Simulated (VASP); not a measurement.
# CrN2 (Pnnm) in VASP: single point with PBEsol

Aim: the single point of CrN2 with PBEsol.

Program: VASP 6.6.1. These are calculated values, not measurements. Logs are shortened: lines on timing, memory, paths and dates and some standing lists are left out, and cuts for length are marked.

## Step 1: The cell of the first run

Symmetry: Pnnm, No. 58, orthorhombic system. The conventional cell has a = 3.902 Å, b = 4.810 Å, c = 2.784 Å, α = 90.00°, β = 90.00°, γ = 90.00°. Cr (site symmetry 2/m) has 12 N at 2.04 to 2.88 Å and 2 Cr at 2.78 Å within 2.9 Å. Within 1.8 Å of N (site symmetry m) lie 1 N at 1.35 Å.

## Step 2: Single point, PBEsol, collinear spin, ferrimagnetic start

INCAR

```
  PREC = Accurate
  ENCUT = 520
  EDIFF = 1E-6
  ISMEAR = -1
  SIGMA = 0.05
  LREAL = F
  LASPH = T
  NELM = 150
  ALGO = Normal
  ISIF = 2
  LWAVE = F
  LCHARG = T
  ISPIN = 2
  MAGMOM = 3 -1.5 0 0 0 0
  LORBIT = 11
  LMAXMIX = 4
  GGA = PS
  LELF = T
  LVHAR = T
  NBANDS = 35
```

KPOINTS

```
Automatic mesh
0
Gamma
  7 6 10
```

POSCAR

```
CrN2
1.0
    3.9017860000      0.0000000000      0.0000000000
    0.0000000000      4.8095120000      0.0000000000
    0.0000000000      0.0000000000      2.7841700000
Cr N
2 4
Direct
    0.0000000000      0.0000000000      0.0000000000
    0.5000000000      0.5000000000      0.5000000000
    0.8661700000      0.5887750000      0.0000000000
    0.1338300000      0.4112250000      0.0000000000
    0.3661700000      0.9112250000      0.5000000000
    0.6338300000      0.0887750000      0.5000000000
```

Potentials or basis: VASP PAW PBE potentials, release 64 (Cr_pv, N).

Run with:

```
> cat potpaw_PBE.64/Cr_pv/POTCAR potpaw_PBE.64/N/POTCAR > POTCAR
> mpirun -np 1 vasp_std > vasp.out
```

OUTCAR:

```text
PREC = Accurate
   ENCUT = 520
   EDIFF = 1E-6
   ISMEAR = -1
   LREAL = F
   LASPH = T
   NELM = 150
   ISIF = 2
   ISPIN = 2
   LORBIT = 11
   GGA = PS

 ion  position               nearest neighbor table
   1  0.000  0.000  0.000-   5 2.04   6 2.04   5 2.04   6 2.04   3 2.05   4 2.05
   2  0.500  0.500  0.500-   3 2.04   4 2.04   3 2.04   4 2.04   5 2.05   6 2.05
   3  0.866  0.589  0.000-   4 1.35   2 2.04   2 2.04   1 2.05
   4  0.134  0.411  0.000-   3 1.35   2 2.04   2 2.04   1 2.05
   5  0.366  0.911  0.500-   6 1.35   1 2.04   1 2.04   2 2.05
   6  0.634  0.089  0.500-   5 1.35   1 2.04   1 2.04   2 2.05

  LATTYP: Found a simple orthorhombic cell.
 ALAT       =     2.7841700000
 B/A-ratio  =     1.4014180169
 C/A-ratio  =     1.7274491141

  Lattice vectors:

 A1 = (   0.0000000000,   0.0000000000,   2.7841700000)
 A2 = (   3.9017860000,   0.0000000000,   0.0000000000)
 A3 = (   0.0000000000,   4.8095120000,   0.0000000000)

Analysis of symmetry for initial positions (statically):
=====================================================================
 Subroutine PRICEL returns:
 Original cell was already a primitive cell.

 Routine SETGRP: Setting up the symmetry group for a
 simple orthorhombic supercell.

 Subroutine GETGRP returns: Found  8 space group operations
 (whereof  4 operations were pure point group operations)
 out of a pool of  8 trial point group operations.

The static configuration has the point symmetry C_2h.
 The point group associated with its full space group is D_2h.

Analysis of symmetry for dynamics (positions and initial velocities):
=====================================================================
 Subroutine PRICEL returns:
 Original cell was already a primitive cell.

 Routine SETGRP: Setting up the symmetry group for a
 simple orthorhombic supercell.

 Subroutine GETGRP returns: Found  8 space group operations
 (whereof  4 operations were pure point group operations)
 out of a pool of  8 trial point group operations.

The dynamic configuration has the point symmetry C_2h.
 The point group associated with its full space group is D_2h.

Analysis of structural, dynamic, and magnetic symmetry:
=====================================================================
 Subroutine PRICEL returns:
 Original cell was already a primitive cell.

 Routine SETGRP: Setting up the symmetry group for a
 simple orthorhombic supercell.

 Subroutine GETGRP returns: Found  4 space group operations
 (whereof  4 operations were pure point group operations)
 out of a pool of  8 trial point group operations.

The overall configuration has the point symmetry C_2h.

 Subroutine INISYM returns: Found  4 space group operations
 (whereof  4 operations are pure point group operations),
 and found     1 'primitive' translations

----------------------------------------------------------------------------------------

                                     Primitive cell

  volume of cell :      52.2469

  direct lattice vectors                    reciprocal lattice vectors
     3.901786000  0.000000000  0.000000000     0.256292887  0.000000000  0.000000000
     0.000000000  4.809512000  0.000000000     0.000000000  0.207921303  0.000000000
     0.000000000  0.000000000  2.784170000     0.000000000  0.000000000  0.359173470

  length of vectors
     3.901786000  4.809512000  2.784170000     0.256292887  0.207921303  0.359173470

  position of ions in fractional coordinates (direct lattice)
     0.000000000  0.000000000  0.000000000
     0.500000000  0.500000000  0.500000000
     0.866170000  0.588775000  0.000000000
     0.133830000  0.411225000  0.000000000
     0.366170000  0.911225000  0.500000000
     0.633830000  0.088775000  0.500000000

  ion indices of the primitive-cell ions
   primitive index   ion index
                 1           1
                 2           2
                 3           3
                 4           4
                 5           5
                 6           6

[... 33 lines left out ...]
  0.142857  0.166667  0.000000      2.000000
[... 16 lines left out ...]
  0.000000  0.000000  0.100000      2.000000
  0.142857  0.000000  0.100000      4.000000
 [... further k-points ...]
   k-points           NKPTS =    132   k-points in BZ     NKDIM =    132   number of bands    NBANDS=     35
   number of dos      NEDOS =    301   number of ions     NIONS =      6
   total plane-waves  NPLWV =  25920
   dimension x,y,z NGX =    30 NGY =   36 NGZ =   24
   dimension x,y,z NGXF=    60 NGYF=   72 NGZF=   48
   ions per type =               2   4
   NGX,Y,Z   is equivalent  to a cutoff of  12.78, 12.44, 14.33 a.u.
   NGXF,Y,Z  is equivalent  to a cutoff of  25.56, 24.89, 28.66 a.u.
 SYSTEM =  unknown system
   PREC   = accura    normal or accurate (medium, high low for compatibility)
   ISTART =      0    job   : 0-new  1-cont  2-samecut
   ICHARG =      2    charge: 1-file 2-atom 10-const
   ISPIN  =      2    spin polarized calculation?
   LNONCOLLINEAR =      F non collinear calculations
   LSORBIT =      F    spin-orbit coupling
   LASPH  =      T    aspherical Exc in radial PAW
   ENCUT  =  520.0 eV  38.22 Ry    6.18 a.u.   7.25  8.94  5.18*2*pi/ulx,y,z
   NELM   =    150;   NELMIN=  2; NELMDL= -5     # of ELM steps
   EDIFF  = 0.1E-05   stopping-criterion for ELM
   LREAL  =      F    real-space projection
   EDIFFG = 0.1E-04   stopping-criterion for IOM
   NSW    =      0    number of steps for IOM
   IBRION =     -1    ionic relax: 0-MD 1-quasi-New 2-CG
   NFREE  =      0    steps in history (QN), initial steepest desc. (CG)
   ISIF   =      2    stress and relaxation
   ISYM   =      2    0-nonsym 1-usesym 2-fastsym
   POTIM  = 0.5000    time-step for ionic-motion
   TEBEG  =    0.0;   TEEND  =   0.0 temperature during run
   PSTRESS=    0.0 pullay stress
   NELECT =      44.0000    total number of electrons
   NUPDOWN=      -1.0000    fix difference up-down
   EMIN   =  10.00;   EMAX   =-10.00  energy-range for DOS
   EFERMI =   0.00;   METHOD = LEGACY
   ISMEAR =    -1;   SIGMA  =   0.05  broadening in eV -4-tet -1-fermi 0-gaus
   EFERMI_NEDOS =   21; number of points for ismear=-14 and -15
   IALGO  =     38    algorithm
   IMIX   =      4    mixing-type and parameters
     AMIX     =   0.40;   BMIX     =  1.00
     AMIX_MAG =   1.60;   BMIX_MAG =  1.00
  volume/ion in A,a.u.               =       8.71        58.76
  Fermi-wavevector in a.u.,A,eV,Ry     =   1.545986  2.921491 32.518928  2.390074
  Thomas-Fermi vector in A             =   2.651287
   LORBIT       =     11    0 simple, 1 ext, 2 COOP (PROOUT), +10 PAW based schemes
   GGA     = PS    functional components
   LHFCALC =     F    Hartree Fock is set to
   AEXX    =    0.0000 exact exchange contribution
   IVDW    =     0    specifies the selected vdW correction
   LEPSILON=     F    determine dielectric tensor
   LRPA    =     F    only Hartree local field effects (RPA)
 spin polarized calculation
  energy-cutoff  :      520.00
  volume of cell :       52.25
 maximum number of plane-waves:      1432
 NGX is ok and might be reduce to    30
   NGX = 15   NGY = 17   NGZ = 11

 number of electron      44.0000011 magnetization       0.0006343

 number of electron      44.0000011 magnetization      -0.0003362

 Free energy of the ion-electron system (eV)
  ---------------------------------------------------
  ext. energy  EPLUGINS =         0.00000000
  ---------------------------------------------------
  free energy    TOTEN  =       -55.73892809 eV

  energy without entropy =      -55.72530154  energy(sigma->0) =      -55.73211482

 E-fermi :   8.1042     XC(G=0): -12.8959

 val. band max:        8.1025622029   @ k =   0.1429   0.0000   0.4000
 cond. band min:       8.1070035972   @ k =   0.1429   0.0000   0.5000
 fundamental gap:      0.0044413943
 Fermi energy:         8.1042309666

 spin component 1

 k-point     1 :       0.0000    0.0000    0.0000
  band No.  band energies     occupation
      1     -35.9345      1.00000
      2     -35.7573      1.00000
      3     -35.7385      1.00000
      4     -33.9658      1.00000
      5     -33.9245      1.00000
      6     -33.5481      1.00000
[... 877 lines left out ...]
     33      16.7407      0.00000
     34      16.7713      0.00000

 [... further k-points ...]

 spin component 2

 k-point     1 :       0.0000    0.0000    0.0000
  band No.  band energies     occupation
      1     -35.9340      1.00000
      2     -35.7572      1.00000
      3     -35.7385      1.00000
      4     -33.9658      1.00000
      5     -33.9248      1.00000
      6     -33.5485      1.00000
[... 877 lines left out ...]
     33      16.7405      0.00000
     34      16.7712      0.00000

 [... further k-points ...]

 [bands above 34 left out]

------------------------ aborting loop because EDIFF is reached ----------------------------------------

  FORCE on cell =-STRESS in cart. coord.  units (eV):
  Direction    XX          YY          ZZ          XY          YZ          ZX
  --------------------------------------------------------------------------------------
  -------------------------------------------------------------------------------------
  Total       -3.8232728     -2.5943343     -3.6619718     -0.0019824      0.0000000      0.0000000
  in kB     -117.2426581    -79.5566171   -112.2962796     -0.0607914      0.0000000      0.0000000
  external PRESSURE =    -103.0318516 kB  Pullay stress =       0.0000000 kB

 VOLUME and BASIS-vectors are now :
 -----------------------------------------------------------------------------
  energy-cutoff  :      520.00
  volume of cell :       52.25
      direct lattice vectors                 reciprocal lattice vectors
     3.901786000  0.000000000  0.000000000     0.256292887  0.000000000  0.000000000
     0.000000000  4.809512000  0.000000000     0.000000000  0.207921303  0.000000000
     0.000000000  0.000000000  2.784170000     0.000000000  0.000000000  0.359173470

 POSITION                                       TOTAL-FORCE (eV/Angst)
 -----------------------------------------------------------------------------------
      0.00000      0.00000      0.00000         0.000000      0.000000      0.000000
      1.95089      2.40476      1.39209         0.000000      0.000000      0.000000
      3.37961      2.83172      0.00000        -0.149138     -0.301720      0.000000
      0.52218      1.97779      0.00000         0.149138      0.301720      0.000000
      1.42872      4.38255      1.39209        -0.148215      0.302086      0.000000
      2.47307      0.42696      1.39209         0.148215     -0.302086      0.000000
 -----------------------------------------------------------------------------------
    total drift:                               -0.000000      0.000000      0.000000

  FREE ENERGIE OF THE ION-ELECTRON SYSTEM (eV)
  ---------------------------------------------------
  free  energy   TOTEN  =       -55.7389280949 eV

  energy  without entropy=      -55.7253015354  energy(sigma->0) =      -55.73211482

 total charge

# of ion       s       p       d       tot
------------------------------------------
    1        0.331   6.389   4.147  10.868
    2        0.331   6.389   4.147  10.868
    3        1.245   2.501   0.000   3.747
    4        1.245   2.501   0.000   3.747
    5        1.245   2.501   0.000   3.746
    6        1.245   2.501   0.000   3.746
--------------------------------------------------
tot          5.644  22.783   8.295  36.721

 magnetization (x)

# of ion       s       p       d       tot
------------------------------------------
    1        0.006   0.015   1.948   1.969
    2       -0.006  -0.015  -1.948  -1.969
    3        0.000   0.046   0.000   0.046
    4        0.000   0.046   0.000   0.046
    5       -0.000  -0.046   0.000  -0.046
    6       -0.000  -0.046   0.000  -0.046
--------------------------------------------------
tot         -0.000   0.000   0.000   0.000
```

It took 13 min on 1 thread of Intel Xeon 8259CL, shared host; peak memory 0.43 GiB.

What came out:

| Item | Value |
| --- | --- |
| Free energy | -55.7389 eV |
| Pressure | -10.3 GPa |
| Largest force | 0.337 eV/Å |
| Band gap on the k mesh | zero (filled and empty bands overlap) |
| Net moment | 0.00 μB per cell |
| Site moments | Cr +1.97, -1.97; N +0.05, -0.05 (each value once) μB |
| Valence electrons inside the program's atomic spheres | Cr 10.87; N 3.75 |

Forces on the atoms (eV/Å):
```
Cr   0.000  0.000  0.000
Cr   0.000  0.000  0.000
N   -0.149 -0.302  0.000
N    0.149  0.302  0.000
N   -0.148  0.302  0.000
N    0.148 -0.302  0.000
```

Caveat: the cell stands under tension; the PAW data sets were made with another functional, which shifts forces and pressure a little. With open d or f shells a metallic result of PBEsol can be an artefact of self-interaction; +U or a hybrid may open a gap.
